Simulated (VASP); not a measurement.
Set up this calculation in VASP 6.6.1, as the native input.

| Item | Value |
| --- | --- |
| Task | single point |
| Functional | PBE |
| Potentials or basis | VASP PAW PBE potentials, release 64 (Zr_sv, B) |
| Cutoff | 520 eV |
| k mesh | 18 × 18 × 18 |
| Occupations | gaussian, width 0.1 eV |
| Spin | no spin polarisation |
| Dipole correction | no |
| Further INCAR settings | ALGO = Normal; EDIFF = 1e-06; NBANDS = 14 |

The structure of ZrB lies in POSCAR:

```
ZrB
1.0
    0.0000000000      2.6435539367      2.6435539367
    2.6435539367      0.0000000000      2.6435539367
    2.6435539367      2.6435539367      0.0000000000
Zr B
1 1
Direct
    0.2500000000      0.2500000000      0.2500000000
    0.0000000000      0.0000000000      0.0000000000
```

These files were run (other wordings do the same):

INCAR

```
SYSTEM = ZrB
PREC = Accurate ; ENCUT = 520
EDIFF = 1E-6 ; ISMEAR = 0
SIGMA = 0.1 ; LREAL = .FALSE.
LASPH = .TRUE. ; NELM = 100
ALGO = Normal ; ISIF = 2
LWAVE = .FALSE. ; LCHARG = .TRUE.
GGA = PE ; LELF = .TRUE.
LVHAR = .TRUE. ; NBANDS = 14
```

KPOINTS

```
regular mesh
0
G
  18 18 18
  0 0 0
```

Potentials or basis: VASP PAW PBE potentials, release 64 (Zr_sv, B).

Run with:

```console
$ cat potpaw_PBE.64/Zr_sv/POTCAR potpaw_PBE.64/B/POTCAR > POTCAR
$ mpirun -np 1 vasp_std > vasp.out
```

Results of the run:

* Pressure: 0.1 GPa
* Band gap on the k mesh: zero (an odd number of electrons rules out a gap without spin polarisation)

It took 96 s on 1 thread of Intel(R) Xeon(R) Platinum 8488C (Sapphire Rapids), with other jobs on the host, peak memory 0.23 GiB.
